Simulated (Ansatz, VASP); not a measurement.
# SnTe: VASP beside Ansatz

INCAR

```
PREC     = Accurate       # precision mode
ENCUT    = 500            # plane-wave cutoff, eV
EDIFF    = 1E-6           # SCF threshold, eV
ISMEAR   = 0              # smearing method
SIGMA    = 0.01           # smearing width, eV
LREAL    = False          # projectors in reciprocal space
LASPH    = True           # aspherical terms in the spheres
NELM     = 120            # most SCF steps
ALGO     = Normal         # electronic algorithm
ISIF     = 2              # what is computed and relaxed
LWAVE    = False          # write WAVECAR
LCHARG   = False          # write CHGCAR
GGA      = PE             # functional
NBANDS   = 17             # bands
GGA_COMPAT= False
```

KPOINTS

```
Automatic mesh
0
Gamma
  6 6 6
```

The input POSCAR:

```
SnTe
1.0
    0.0000000000      3.1613180171      3.1613180171
    3.1613180171      0.0000000000      3.1613180171
    3.1613180171      3.1613180171      0.0000000000
Sn Te
1 1
Direct
    0.0000000000      0.0000000000      0.0000000000
    0.5000000000      0.5000000000      0.5000000000
```

Input for Ansatz:

```yaml
crystal:
  lattice:
    - [0.0, 3.161318017098592, 3.161318017098592]
    - [3.161318017098592, 0.0, 3.161318017098592]
    - [3.161318017098592, 3.161318017098592, 0.0]
  atoms:
    - { symbol: Sn, position: [0.0, 0.0, 0.0] }
    - { symbol: Te, position: [0.5, 0.5, 0.5] }
basis:
  ecutwfc: 500.0
kpoints:
  mp_grid:
    grid: [6, 6, 6]
hamiltonian:
  xc: pbe
scf:
  occupations:
    method: fixed
output:
  stress: true
```

Alike in both runs: task single point; functional PBE; k mesh 6 × 6 × 6; no spin polarisation.

|  | VASP | Ansatz |
| --- | --- | --- |
| version | VASP 6.6.1 | Ansatz 0.2.0 |
| potentials or method | VASP PAW PBE potentials, release 64 (Sn_d, Te), cutoff 500 eV | plane waves, PAW |
| occupations | gaussian, width 0.01 eV | fixed |
| valence electrons in the cell | 20 | 30 |

|  | VASP | Ansatz | Ansatz less VASP |
| --- | --- | --- | --- |
| pressure (GPa) | 1.7 | 1.7 | +0.05 |

VASP's potentials hold 20 valence electrons a cell and Ansatz's 30, so a difference there can come from the potentials and not from the codes.

Neither program's run includes spin-orbit coupling.
